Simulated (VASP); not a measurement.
A run of VASP 6.6.1:

The input POSCAR:

```
Ga
1.0
   -1.4543225158      1.4543225158      2.1163025272
    1.4543225158     -1.4543225158      2.1163025272
    1.4543225158      1.4543225158     -2.1163025272
Ga
1
Direct
    0.0000000000      0.0000000000      0.0000000000
```

INCAR.step1

```
SYSTEM = Ga
ALGO = Normal
EDIFF = 1E-5
ENCUT = 520
GGA = PE
ISIF = 2
ISMEAR = -1
LASPH = .TRUE.
LCHARG = .FALSE.
LREAL = .FALSE.
LWAVE = .TRUE.
NBANDS = 12
NELM = 60
PREC = Accurate
SIGMA = 0.05
```

File INCAR.step2:

```
SYSTEM = Ga
AEXX = 0.25
ALGO = Normal
EDIFF = 1E-6
ENCUT = 520
GGA = PE
HFSCREEN = 0.3
ISIF = 2
ISMEAR = -1
ISTART = 1
LASPH = .TRUE.
LCHARG = .FALSE.
LHFCALC = .TRUE.
LREAL = .FALSE.
LWAVE = .FALSE.
NBANDS = 12
NELM = 60
PREC = Accurate
PRECFOCK = Normal
SIGMA = 0.05
```

File KPOINTS:

```
k-points
0
G
  7 7 7
  0 0 0
```

Potentials or basis: VASP PAW PBE potentials, release 64 (Ga_d).

Run with:

```sh
$ cat potpaw_PBE.64/Ga_d/POTCAR > POTCAR
$ cp INCAR.step1 INCAR
$ mpirun -np 1 vasp_std > vasp.out
$ cp INCAR.step2 INCAR
$ mpirun -np 1 vasp_std > vasp.out
```

Hardware: 1 thread of Intel(R) Xeon(R) Platinum 8259CL CPU @ 2.50GHz (Skylake/Cascade Lake), on a shared host.

Estimate the wall time of this run.

Run time: 53 min on 1 thread of Intel(R) Xeon(R) Platinum 8259CL CPU @ 2.50GHz (Skylake/Cascade Lake), on a shared host, peak memory 0.26 GiB. Counts: k points 40.
